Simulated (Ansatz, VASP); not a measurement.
**One calculation of HBr, two programs**

File POSCAR:

```
HBr
1.0
    3.3371903096      0.0000000000      0.0000000000
    0.0000000000      7.5944054978      0.0000000000
    0.0000000000      0.0000000000      7.6061726212
H Br
4 4
Direct
    0.0000000000      0.0000000000      0.0000000000
    0.0000000000      0.5000000000      0.5000000000
    0.5000000000      0.0000000000      0.5000000000
    0.5000000000      0.5000000000      0.0000000000
    0.5000000000      0.0000000000      0.0000000000
    0.5000000000      0.5000000000      0.5000000000
    0.0000000000      0.0000000000      0.5000000000
    0.0000000000      0.5000000000      0.0000000000
```

The input INCAR.step1:

```
SYSTEM = HBr
  PREC = Accurate
  ENCUT = 520
  ISMEAR = 0
  SIGMA = 0.02
  LREAL = .FALSE.
  LASPH = .TRUE.
  NELM = 100
  NBANDS = 26
  GGA = PE
  ALGO = Normal
  EDIFF = 1E-4
  LWAVE = .TRUE.
  LCHARG = .FALSE.
```

Contents of INCAR.step2:

```
SYSTEM = HBr
  PREC = Accurate
  ENCUT = 520
  EDIFF = 1E-6
  ISMEAR = 0
  SIGMA = 0.02
  LREAL = .FALSE.
  LASPH = .TRUE.
  NELM = 100
  ALGO = Normal
  ISIF = 2
  LWAVE = .FALSE.
  LCHARG = .TRUE.
  METAGGA = R2SCAN
  LMIXTAU = .TRUE.
  LELF = .TRUE.
  LVHAR = .TRUE.
  NBANDS = 26
  ISTART = 1
```

File KPOINTS:

```
Automatic mesh
0
G
  8 4 4
  0 0 0
```

Input for Ansatz:

```yaml
crystal:
  lattice:
    - [3.3371903096, 0.0, 0.0]
    - [0.0, 7.5944054978, 0.0]
    - [0.0, 0.0, 7.6061726212]
  atoms:
    - { symbol: H, position: [0.0, 0.0, 0.0] }
    - { symbol: H, position: [0.0, 0.5, 0.5] }
    - { symbol: H, position: [0.5, 0.0, 0.5] }
    - { symbol: H, position: [0.5, 0.5, 0.0] }
    - { symbol: Br, position: [0.5, 0.0, 0.0] }
    - { symbol: Br, position: [0.5, 0.5, 0.5] }
    - { symbol: Br, position: [0.0, 0.0, 0.5] }
    - { symbol: Br, position: [0.0, 0.5, 0.0] }
basis:
  ecutwfc: 500
kpoints:
  mp_grid: { grid: [8, 4, 4] }
  band_path: { path: [VBM, CBM], npoints: 2 }
hamiltonian:
  xc: r2scan
scf:
  occupations: { method: gaussian, width: 0.02 }
output:
  forces: true
  stress: true
  eigenvalues: true
checkpoint:
  read: start.run
  write: ck
  compress: false
  write_wavefunctions: false
  write_every: 100000
```

Alike in both runs: task single point; functional r2SCAN; k mesh 8 × 4 × 4; occupations gaussian, width 0.02 eV; no spin polarisation.

|  | VASP | Ansatz |
| --- | --- | --- |
| version | VASP 6.6.1 | Ansatz 0.2.0 |
| potentials or method | VASP PAW PBE potentials, release 64 (H, Br), cutoff 520 eV | scalar-relativistic, plane waves, PAW |
| valence electrons in the cell | 32 | 32 |

Ansatz gave:

| Item | Value |
| --- | --- |
| gap on the k mesh at the Fermi level (eV) | 1.70 |
| least direct gap on the mesh (eV) | 1.84 |
| pressure (GPa) | 0.1 |
| traceless stress, the component that is largest in VASP (GPa) | 0.10 |

Problem. What did VASP give for the same quantities?

Solution. gap on the k mesh at the Fermi level (eV): 1.70; least direct gap on the mesh (eV): 1.84; pressure (GPa): 0.0; traceless stress, the component that is largest in VASP (GPa): 0.04.

VASP's potentials were made for PBE, not for r2SCAN.
